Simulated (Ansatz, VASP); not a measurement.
# One calculation of AlNi, two programs

The input INCAR:

```
SYSTEM = AlNi
PREC     = Accurate       ! precision mode
ENCUT    = 520            ! plane-wave cutoff, eV
EDIFF    = 1E-6           ! SCF threshold, eV
ISMEAR   = 0              ! smearing method
SIGMA    = 0.15           ! smearing width, eV
LREAL    = .False.        ! projectors in reciprocal space
LASPH    = .True.         ! aspherical terms in the spheres
NELM     = 60             ! most SCF steps
ALGO     = Fast           ! electronic algorithm
ISIF     = 2              ! what is computed and relaxed
LWAVE    = .False.        ! write WAVECAR
LCHARG   = .False.        ! write CHGCAR
GGA      = PE             ! functional
NBANDS   = 14             ! bands
```

The input KPOINTS:

```
regular mesh
0
Gamma
  20 20 20
  0 0 0
```

The input POSCAR:

```
AlNi
1.0
    2.8930835326      0.0000000000      0.0000000000
    0.0000000000      2.8930835326      0.0000000000
    0.0000000000      0.0000000000      2.8930835326
Al Ni
1 1
Direct
    0.0000000000      0.0000000000      0.0000000000
    0.4251641550      0.4251641550      0.4251641550
```

Input for Ansatz:

```yaml
crystal:
  lattice:
    - [2.8930835326, 0.0, 0.0]
    - [0.0, 2.8930835326, 0.0]
    - [0.0, 0.0, 2.8930835326]
  atoms:
    - { symbol: Al, position: [0.0, 0.0, 0.0] }
    - { symbol: Ni, position: [0.425164155, 0.425164155, 0.425164155] }
basis:
  ecutwfc: 420
kpoints:
  mp_grid: { grid: [20, 20, 20] }
hamiltonian:
  xc: pbe
scf:
  occupations: { method: gaussian, width: 0.15 }
output:
  forces: true
  stress: true
  eigenvalues: true
  write_density: true
  write_potential: true
  elf: true
  volumetric_format: npy
```

Change from the starting cell: all Ni atoms moved +0.375 Å, as atom 2 towards its neighbour atom 1 (Al) at 2.505 Å.

Alike in both runs: task single point; functional PBE; k mesh 20 × 20 × 20; occupations gaussian, width 0.15 eV; no spin polarisation.

```csv
,VASP,Ansatz
version,VASP 6.6.1,Ansatz 0.2.0
potentials or method,"VASP PAW PBE potentials, release 64 (Al, Ni), cutoff 520 eV","scalar-relativistic, plane waves, PAW"
valence electrons in the cell,13,21
```

Ansatz gave:

| Quantity | Value |
| --- | --- |
| gap on the k mesh at the Fermi level (eV) | none |
| pressure (GPa) | 9.5 |
| traceless stress, the component that is largest in VASP (GPa) | 7.26 |
| rms of the force components (eV/Å) | 1.656 |

Problem. What did VASP give for the same quantities?

Solution. gap on the k mesh at the Fermi level (eV): none; pressure (GPa): 9.5; traceless stress, the component that is largest in VASP (GPa): 7.30; rms of the force components (eV/Å): 1.664.

Atom by atom the forces differ by 0.008 eV/Å (rms over components). A gap of «none» marks a metal or a gap that the smearing closes. With one functional, cell and mesh, what is left measures potentials, basis and numerics. VASP's potentials hold 13 valence electrons a cell and Ansatz's 21, so a difference there can come from the potentials and not from the codes.
